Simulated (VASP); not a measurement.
# MgI2 (Fm-3m) in VASP: notebook, part 2 of 2

VASP 6.6.1. Earlier steps stand in the parts before.

## 3. Single point, HSE06

POSCAR reads:

```
MgI2
1.0
    0.0000000000      3.7557205885      3.7557205885
    3.7557205885      0.0000000000      3.7557205885
    3.7557205885      3.7557205885      0.0000000000
Mg I
1 2
Direct
    0.0000000000      0.0000000000      0.0000000000
    0.2500000000      0.2500000000      0.2500000000
    0.7500000000      0.7500000000      0.7500000000
```

INCAR.step1 reads:

```
SYSTEM = MgI2
PREC = Accurate
ENCUT = 520
EDIFF = 1E-5
ISMEAR = 0
SIGMA = 0.01
LREAL = .False.
LASPH = .True.
NELM = 80
ALGO = Normal
ISIF = 2
LWAVE = .True.
LCHARG = .False.
NBANDS = 15
GGA = PE
```

INCAR.step2 reads:

```
SYSTEM = MgI2
PREC = Accurate
ENCUT = 520
EDIFF = 1E-6
ISMEAR = 0
SIGMA = 0.01
LREAL = .False.
LASPH = .True.
NELM = 80
ALGO = Normal
ISIF = 2
LWAVE = .False.
LCHARG = .False.
GGA = PE
LHFCALC = .True.
HFSCREEN = 0.2079
PRECFOCK = Normal
NBANDS = 15
ISTART = 1
```

KPOINTS reads:

```
regular mesh
0
Gamma
  4 4 4
  0 0 0
```

Potentials or basis: VASP PAW PBE potentials, release 64 (Mg, I).

The run is started by

```
cat potpaw_PBE.64/Mg/POTCAR potpaw_PBE.64/I/POTCAR > POTCAR
cp INCAR.step1 INCAR
mpirun -np 1 vasp_std > vasp.out
cp INCAR.step2 INCAR
mpirun -np 1 vasp_std > vasp.out
```

OUTCAR:

```text
SYSTEM = MgI2
   PREC = Accurate
   ENCUT = 520
   EDIFF = 1E-6
   ISMEAR = 0
   LREAL = .False.
   LASPH = .True.
   NELM = 80
   ISIF = 2
   GGA = PE
   LHFCALC = .True.
   HFSCREEN = 0.2079
   PRECFOCK = Normal
   ISTART = 1

 ion  position               nearest neighbor table
   1  0.000  0.000  0.000-   3 3.25   3 3.25   3 3.25   2 3.25   2 3.25   2 3.25   3 3.25   2 3.25

   2  0.250  0.250  0.250-   1 3.25   1 3.25   1 3.25   1 3.25
   3  0.750  0.750  0.750-   1 3.25   1 3.25   1 3.25   1 3.25

  LATTYP: Found a face centered cubic cell.
 ALAT       =     7.5114411770

  Lattice vectors:

 A1 = (   0.0000000000,   3.7557205885,   3.7557205885)
 A2 = (   3.7557205885,   0.0000000000,   3.7557205885)
 A3 = (   3.7557205885,   3.7557205885,   0.0000000000)

Analysis of symmetry for initial positions (statically):
=====================================================================
 Subroutine PRICEL returns:
 Original cell was already a primitive cell.

 Routine SETGRP: Setting up the symmetry group for a
 face centered cubic supercell.

 Subroutine GETGRP returns: Found 48 space group operations
 (whereof 48 operations were pure point group operations)
 out of a pool of 48 trial point group operations.

The static configuration has the point symmetry O_h .

Analysis of symmetry for dynamics (positions and initial velocities):
=====================================================================
 Subroutine PRICEL returns:
 Original cell was already a primitive cell.

 Routine SETGRP: Setting up the symmetry group for a
 face centered cubic supercell.

 Subroutine GETGRP returns: Found 48 space group operations
 (whereof 48 operations were pure point group operations)
 out of a pool of 48 trial point group operations.

The dynamic configuration has the point symmetry O_h .

[... 118 lines left out ...]
   ENCUTFOCK=  -1.0 apply spherical cutoff to Coloumb kernel
   IVDW    =     0    specifies the selected vdW correction
   LEPSILON=     F    determine dielectric tensor
   LRPA    =     F    only Hartree local field effects (RPA)
 non-spin polarized calculation
 Gauss-broadening in eV      SIGMA  =   0.01
  energy-cutoff  :      520.00
  volume of cell :      105.95
 maximum number of plane-waves:      2884
  NGX = 30; NGY = 30; NGZ = 30

 number of electron      16.0000001 magnetization

 Free energy of the ion-electron system (eV)
  ---------------------------------------------------
  ext. energy  EPLUGINS =         0.00000000
  ---------------------------------------------------
  free energy    TOTEN  =        -7.77261620 eV

  energy without entropy =       -7.77261620  energy(sigma->0) =       -7.77261620

 E-fermi :   2.7875     XC(G=0):  -6.8084

 val. band max:        2.7053976047   @ k =   0.5000   0.5000   0.0000
 cond. band min:       4.0726878761   @ k =   0.0000   0.0000   0.0000
 fundamental gap:      1.3672902714
 Fermi energy:         2.7874995986

 k-point     1 :       0.0000    0.0000    0.0000
  band No.  band energies     occupation
      1     -11.3575      2.00000
      2      -9.6203      2.00000
      3      -0.5062      2.00000
      4      -0.5062      2.00000
      5      -0.5062      2.00000
      6       1.5021      2.00000
      7       1.5021      2.00000
      8       1.5021      2.00000
      9       4.0727      0.00000
     10       6.6219      0.00000
     11       6.6219      0.00000
     12       6.6219      0.00000
     13       8.7501      0.00000
     14       8.7501      0.00000
[... 113 lines left out ...]
      2     -10.4567      2.00000
      3      -2.3147      2.00000
      4      -1.6979      2.00000
      5       0.0838      2.00000
      6       0.0838      2.00000
      7       2.3429      2.00000
      8       2.4966      2.00000
      9       5.4196      0.00000
     10       7.6885      0.00000
     11       9.0681      0.00000
     12       9.0681      0.00000
     13      11.3408      0.00000
     14      11.5930      0.00000
     15      11.5930      0.00000

------------------------ aborting loop because EDIFF is reached ----------------------------------------

  FORCE on cell =-STRESS in cart. coord.  units (eV):
  Direction    XX          YY          ZZ          XY          YZ          ZX
  --------------------------------------------------------------------------------------
  -------------------------------------------------------------------------------------
  Total       -0.3788132     -0.3788132     -0.3788132      0.0000000     -0.0000000      0.0000000
  in kB       -5.7283007     -5.7283007     -5.7283007      0.0000000     -0.0000000      0.0000000
  external PRESSURE =      -5.7283007 kB  Pullay stress =       0.0000000 kB

 VOLUME and BASIS-vectors are now :
 -----------------------------------------------------------------------------
  energy-cutoff  :      520.00
  volume of cell :      105.95
      direct lattice vectors                 reciprocal lattice vectors
     0.000000000  3.755720589  3.755720589    -0.133130244  0.133130244  0.133130244
     3.755720589  0.000000000  3.755720589     0.133130244 -0.133130244  0.133130244
     3.755720589  3.755720589  0.000000000     0.133130244  0.133130244 -0.133130244

 POSITION                                       TOTAL-FORCE (eV/Angst)
 -----------------------------------------------------------------------------------
      0.00000      0.00000      0.00000        -0.000000      0.000000     -0.000000
      1.87786      1.87786      1.87786         0.000000      0.000000      0.000000
      5.63358      5.63358      5.63358        -0.000000     -0.000000     -0.000000
 -----------------------------------------------------------------------------------
    total drift:                                0.000000      0.000000      0.000000

  FREE ENERGIE OF THE ION-ELECTRON SYSTEM (eV)
  ---------------------------------------------------
  free  energy   TOTEN  =        -7.7726161969 eV

  energy  without entropy=       -7.7726161969  energy(sigma->0) =       -7.77261620
```

It took 13 min on 1 thread of Intel Xeon Platinum 8488C (Sapphire Rapids), shared host; peak memory 0.36 GiB.

What came out:

```
Free energy            : -7.7726 eV
Pressure               : -0.6 GPa
Band gap on the k mesh : 1.37 eV (least direct gap 1.80 eV)
```

Caveat: the PAW data sets were made with another functional, which shifts forces and pressure a little; spin-orbit coupling is left out, which moves the levels of the heavy elements.

## 4. Single point, PBE-based global hybrid with 50 % exact exchange

POSCAR is that of step 3.

INCAR.step1 reads:

```
SYSTEM = MgI2
ALGO = Normal
EDIFF = 1E-5
ENCUT = 520
GGA = PE
ISIF = 2
ISMEAR = 0
LASPH = .TRUE.
LCHARG = .FALSE.
LREAL = .FALSE.
LWAVE = .TRUE.
NBANDS = 15
NELM = 60
PREC = Accurate
SIGMA = 0.01
```

INCAR.step2 reads:

```
SYSTEM = MgI2
AEXX = 0.5
ALGO = Normal
EDIFF = 1E-7
ENCUT = 520
GGA = PE
ISIF = 2
ISMEAR = 0
ISTART = 1
LASPH = .TRUE.
LCHARG = .FALSE.
LHFCALC = .TRUE.
LREAL = .FALSE.
LWAVE = .FALSE.
NBANDS = 15
NELM = 60
PREC = Accurate
PRECFOCK = Normal
SIGMA = 0.01
```

KPOINTS reads:

```
k-points
0
G
  4 4 4
  0 0 0
```

Potentials or basis: VASP PAW PBE potentials, release 64 (Mg, I).

The run is started by

```
cat potpaw_PBE.64/Mg/POTCAR potpaw_PBE.64/I/POTCAR > POTCAR
cp INCAR.step1 INCAR
mpirun -np 1 vasp_std > vasp.out
cp INCAR.step2 INCAR
mpirun -np 1 vasp_std > vasp.out
```

OUTCAR:

```text
SYSTEM = MgI2
   AEXX = 0.5
   EDIFF = 1E-7
   ENCUT = 520
   GGA = PE
   ISIF = 2
   ISMEAR = 0
   ISTART = 1
   LASPH = .TRUE.
   LHFCALC = .TRUE.
   LREAL = .FALSE.
   NELM = 60
   PREC = Accurate
   PRECFOCK = Normal

 ion  position               nearest neighbor table
   1  0.000  0.000  0.000-   3 3.25   3 3.25   3 3.25   2 3.25   2 3.25   2 3.25   3 3.25   2 3.25

   2  0.250  0.250  0.250-   1 3.25   1 3.25   1 3.25   1 3.25
   3  0.750  0.750  0.750-   1 3.25   1 3.25   1 3.25   1 3.25

  LATTYP: Found a face centered cubic cell.
 ALAT       =     7.5114411770

  Lattice vectors:

 A1 = (   0.0000000000,   3.7557205885,   3.7557205885)
 A2 = (   3.7557205885,   0.0000000000,   3.7557205885)
 A3 = (   3.7557205885,   3.7557205885,   0.0000000000)

Analysis of symmetry for initial positions (statically):
=====================================================================
 Subroutine PRICEL returns:
 Original cell was already a primitive cell.

 Routine SETGRP: Setting up the symmetry group for a
 face centered cubic supercell.

 Subroutine GETGRP returns: Found 48 space group operations
 (whereof 48 operations were pure point group operations)
 out of a pool of 48 trial point group operations.

The static configuration has the point symmetry O_h .

Analysis of symmetry for dynamics (positions and initial velocities):
=====================================================================
 Subroutine PRICEL returns:
 Original cell was already a primitive cell.

 Routine SETGRP: Setting up the symmetry group for a
 face centered cubic supercell.

 Subroutine GETGRP returns: Found 48 space group operations
 (whereof 48 operations were pure point group operations)
 out of a pool of 48 trial point group operations.

The dynamic configuration has the point symmetry O_h .

 Subroutine INISYM returns: Found 48 space group operations
 (whereof 48 operations are pure point group operations),
 and found     1 'primitive' translations

----------------------------------------------------------------------------------------

                                     Primitive cell

  volume of cell :     105.9522

  direct lattice vectors                    reciprocal lattice vectors
     0.000000000  3.755720589  3.755720589    -0.133130244  0.133130244  0.133130244
     3.755720589  0.000000000  3.755720589     0.133130244 -0.133130244  0.133130244
     3.755720589  3.755720589  0.000000000     0.133130244  0.133130244 -0.133130244

  length of vectors
     5.311390993  5.311390993  5.311390993     0.230588347  0.230588347  0.230588347

  position of ions in fractional coordinates (direct lattice)
     0.000000000  0.000000000  0.000000000
     0.250000000  0.250000000  0.250000000
     0.750000000  0.750000000  0.750000000

  ion indices of the primitive-cell ions
   primitive index   ion index
                 1           1
                 2           2
                 3           3

[... 41 lines left out ...]
   ions per type =               1   2
   NGX,Y,Z   is equivalent  to a cutoff of  12.52, 12.52, 12.52 a.u.
   NGXF,Y,Z  is equivalent  to a cutoff of  25.04, 25.04, 25.04 a.u.
 SYSTEM =  MgI2
   PREC   = accura    normal or accurate (medium, high low for compatibility)
   ISTART =      1    job   : 0-new  1-cont  2-samecut
   ICHARG =      0    charge: 1-file 2-atom 10-const
   ISPIN  =      1    spin polarized calculation?
   LNONCOLLINEAR =      F non collinear calculations
   LSORBIT =      F    spin-orbit coupling
   LASPH  =      T    aspherical Exc in radial PAW
   ENCUT  =  520.0 eV  38.22 Ry    6.18 a.u.   9.88  9.88  9.88*2*pi/ulx,y,z
   NELM   =     60;   NELMIN=  2; NELMDL=  0     # of ELM steps
   EDIFF  = 0.1E-06   stopping-criterion for ELM
   LREAL  =      F    real-space projection
   EDIFFG = 0.1E-05   stopping-criterion for IOM
   NSW    =      0    number of steps for IOM
   IBRION =     -1    ionic relax: 0-MD 1-quasi-New 2-CG
   NFREE  =      0    steps in history (QN), initial steepest desc. (CG)
   ISIF   =      2    stress and relaxation
   ISYM   =      3    0-nonsym 1-usesym 2-fastsym
   POTIM  = 0.5000    time-step for ionic-motion
   TEBEG  =    0.0;   TEEND  =   0.0 temperature during run
   PSTRESS=    0.0 pullay stress
   NELECT =      16.0000    total number of electrons
   NUPDOWN=      -1.0000    fix difference up-down
   EMIN   =  10.00;   EMAX   =-10.00  energy-range for DOS
   EFERMI =   0.00;   METHOD = LEGACY
   ISMEAR =     0;   SIGMA  =   0.01  broadening in eV -4-tet -1-fermi 0-gaus
   EFERMI_NEDOS =   21; number of points for ismear=-14 and -15
   IALGO  =     38    algorithm
   IMIX   =      1    mixing-type and parameters
     AMIX     =   0.40;   BMIX     =  1.00
     AMIX_MAG =   1.60;   BMIX_MAG =  1.00
  volume/ion in A,a.u.               =      35.32       238.33
  Fermi-wavevector in a.u.,A,eV,Ry     =   0.871789  1.647443 10.340654  0.760017
  Thomas-Fermi vector in A             =   1.990947
   LORBIT       =      0    0 simple, 1 ext, 2 COOP (PROOUT), +10 PAW based schemes
   GGA     = PE    functional components
   LHFCALC =     T    Hartree Fock is set to
   PRECFOCK=normal    Normal, Fast or Accurate (Low or Medium for compatibility)
   ENCUT4O =  -1.0   cutoff for four orbital integrals eV
   NKREDX  =     1    reduce k-point grid by
   NKREDY  =     1    reduce k-point grid by
   NKREDZ  =     1    reduce k-point grid by
   AEXX    =    0.5000 exact exchange contribution
   HFSCREEN=    0.0000 screening length (either q_TF or 0.3 A-1)
   HFSCREENC=   0.0000 screening length for correlation (either q_TF or 0.3 A-1)
   ENCUTFOCK=  -1.0 apply spherical cutoff to Coloumb kernel
   IVDW    =     0    specifies the selected vdW correction
   LEPSILON=     F    determine dielectric tensor
   LRPA    =     F    only Hartree local field effects (RPA)
 non-spin polarized calculation
 Gauss-broadening in eV      SIGMA  =   0.01
  energy-cutoff  :      520.00
  volume of cell :      105.95
 maximum number of plane-waves:      2884
  NGX = 30; NGY = 30; NGZ = 30

 number of electron      16.0000001 magnetization

 Free energy of the ion-electron system (eV)
  ---------------------------------------------------
  ext. energy  EPLUGINS =         0.00000000
  ---------------------------------------------------
  free energy    TOTEN  =       -10.71137949 eV

  energy without entropy =      -10.71137949  energy(sigma->0) =      -10.71137949

 E-fermi :   1.4873     XC(G=0):  -4.7382

 val. band max:        1.3791648003   @ k =   0.5000   0.5000   0.0000
 cond. band min:       5.0181776114   @ k =   0.0000   0.0000   0.0000
 fundamental gap:      3.6390128112
 Fermi energy:         1.4873485516

 k-point     1 :       0.0000    0.0000    0.0000
  band No.  band energies     occupation
      1     -13.8849      2.00000
      2     -11.9587      2.00000
      3      -2.1349      2.00000
      4      -2.1349      2.00000
      5      -2.1349      2.00000
      6       0.0691      2.00000
      7       0.0691      2.00000
      8       0.0691      2.00000
      9       5.0182      0.00000
     10       7.5749      0.00000
     11       7.5749      0.00000
     12       7.5749      0.00000
     13       9.7601      0.00000
     14       9.7601      0.00000
[... 113 lines left out ...]
      2     -12.8862      2.00000
      3      -4.0948      2.00000
      4      -3.4445      2.00000
      5      -1.4809      2.00000
      6      -1.4809      2.00000
      7       0.9815      2.00000
      8       1.1528      2.00000
      9       6.4378      0.00000
     10       8.6603      0.00000
     11      10.1916      0.00000
     12      10.1916      0.00000
     13      12.5479      0.00000
     14      12.8339      0.00000
     15      12.8339      0.00000

------------------------ aborting loop because EDIFF is reached ----------------------------------------

  FORCE on cell =-STRESS in cart. coord.  units (eV):
  Direction    XX          YY          ZZ          XY          YZ          ZX
  --------------------------------------------------------------------------------------
  -------------------------------------------------------------------------------------
  Total       -0.8462353     -0.8462353     -0.8462353     -0.0000000      0.0000000     -0.0000000
  in kB      -12.7965208    -12.7965208    -12.7965208     -0.0000000      0.0000000     -0.0000000
  external PRESSURE =     -12.7965208 kB  Pullay stress =       0.0000000 kB

 VOLUME and BASIS-vectors are now :
 -----------------------------------------------------------------------------
  energy-cutoff  :      520.00
  volume of cell :      105.95
      direct lattice vectors                 reciprocal lattice vectors
     0.000000000  3.755720589  3.755720589    -0.133130244  0.133130244  0.133130244
     3.755720589  0.000000000  3.755720589     0.133130244 -0.133130244  0.133130244
     3.755720589  3.755720589  0.000000000     0.133130244  0.133130244 -0.133130244

 POSITION                                       TOTAL-FORCE (eV/Angst)
 -----------------------------------------------------------------------------------
      0.00000      0.00000      0.00000        -0.000000      0.000000      0.000000
      1.87786      1.87786      1.87786        -0.000000     -0.000000     -0.000000
      5.63358      5.63358      5.63358         0.000000     -0.000000      0.000000
 -----------------------------------------------------------------------------------
    total drift:                                0.000000      0.000000     -0.000000

  FREE ENERGIE OF THE ION-ELECTRON SYSTEM (eV)
  ---------------------------------------------------
  free  energy   TOTEN  =       -10.7113794932 eV

  energy  without entropy=      -10.7113794932  energy(sigma->0) =      -10.71137949
```

Wall time 17 min (1 thread of Intel Xeon Platinum 8488C (Sapphire Rapids), shared host); peak memory 0.26 GiB.

What came out:

* Free energy: -10.7114 eV
* Pressure: -1.3 GPa
* Band gap on the k mesh: 3.64 eV (least direct gap 4.04 eV)

Caveat: the PAW data sets were made with another functional, which shifts forces and pressure a little; spin-orbit coupling is left out, which moves the levels of the heavy elements. A k mesh can miss the band edges.

## 5. Single point, PBE-based screened hybrid with 100 % exact exchange

POSCAR is that of step 4.

INCAR.step1 reads:

```
SYSTEM = MgI2
PREC = Accurate
ENCUT = 520
EDIFF = 1E-5
ISMEAR = 0
SIGMA = 0.01
LREAL = .FALSE.
LASPH = .TRUE.
NELM = 100
ALGO = Normal
ISIF = 2
LWAVE = .TRUE.
LCHARG = .FALSE.
NBANDS = 15
GGA = PE
```

INCAR.step2 reads:

```
SYSTEM = MgI2
PREC = Accurate
ENCUT = 520
EDIFF = 1E-6
ISMEAR = 0
SIGMA = 0.01
LREAL = .FALSE.
LASPH = .TRUE.
NELM = 100
ALGO = Normal
ISIF = 2
LWAVE = .FALSE.
LCHARG = .FALSE.
GGA = PE
LHFCALC = .TRUE.
AEXX = 1.0
HFSCREEN = 0.2078
PRECFOCK = Normal
NBANDS = 15
ISTART = 1
ALDAC = 1.0
AGGAC = 1.0
```

KPOINTS reads:

```
Automatic mesh
0
G
  4 4 4
  0 0 0
```

The run is started by

```
cat potpaw_PBE.64/Mg/POTCAR potpaw_PBE.64/I/POTCAR > POTCAR
cp INCAR.step1 INCAR
mpirun -np 1 vasp_std > vasp.out
cp INCAR.step2 INCAR
mpirun -np 1 vasp_std > vasp.out
```

Wall time 18 min (1 thread of Intel Xeon Platinum 8488C (Sapphire Rapids), shared host); peak memory 0.36 GiB.

The run converged. Its results:

* Free energy: -12.8617 eV
* Pressure: -2.4 GPa
* Band gap on the k mesh: 4.25 eV (least direct gap 4.38 eV)

Levels at points of the mesh, in eV from the valence-band top:
| k point | band 4 | band 5 | band 6 | band 7 | band 8 | band 9 | band 10 | band 11 | band 12 | band 13 |
| --- | --- | --- | --- | --- | --- | --- | --- | --- | --- | --- |
| (0.00, 0.00, 0.00) | -3.91 | -3.91 | -1.45 | -1.45 | -1.45 | 4.25 | 6.58 | 6.58 | 6.58 | 8.86 |
| (0.50, 0.00, 0.00) | -3.25 | -3.25 | -3.09 | -2.91 | -2.91 | 6.42 | 9.08 | 9.08 | 9.57 | 10.55 |
| (0.50, 0.50, 0.00) | -4.92 | -4.92 | -0.67 | -0.67 | 0.00 | 4.38 | 7.94 | 10.55 | 10.77 | 10.77 |

Caveat: the PAW data sets were made with another functional, which shifts forces and pressure a little; spin-orbit coupling is left out, which moves the levels of the heavy elements.

## 6. Overview

```csv
level,grid for exact exchange (PRECFOCK),share of exact exchange,screening parameter,gap on the mesh (eV),pressure (GPa)
PBEsol,-,-,-,0.55,-1.2
HSE06,Normal,0.25,0.2079 1/Å,1.37,-0.6
PBE-based global hybrid with 50 % exact exchange,Normal,0.5,-,3.64,-1.3
PBE-based screened hybrid with 100 % exact exchange,Normal,1,0.2078 1/Å,4.25,-2.4
```

Alike in all rows: task single point; potentials or basis VASP PAW PBE potentials, release 64 (Mg, I); no spin polarisation; cell as given; k mesh 4 × 4 × 4; cutoff (eV) 520; smearing gaussian 0.01 eV.

On the cell as given the gap runs from 0.55 eV (PBEsol) to 4.25 eV (PBE-based screened hybrid with 100 % exact exchange). The pressure there spans -2.4 GPa (PBE-based screened hybrid with 100 % exact exchange) to -0.6 GPa (HSE06); a positive pressure means that this level wants a larger cell, a negative one a smaller.

Caveats: the PAW data sets were made with another functional, which shifts forces and pressure a little; spin-orbit coupling is left out, which moves the levels of the heavy elements.

Absolute energies hang on the potentials; compare differences alone.
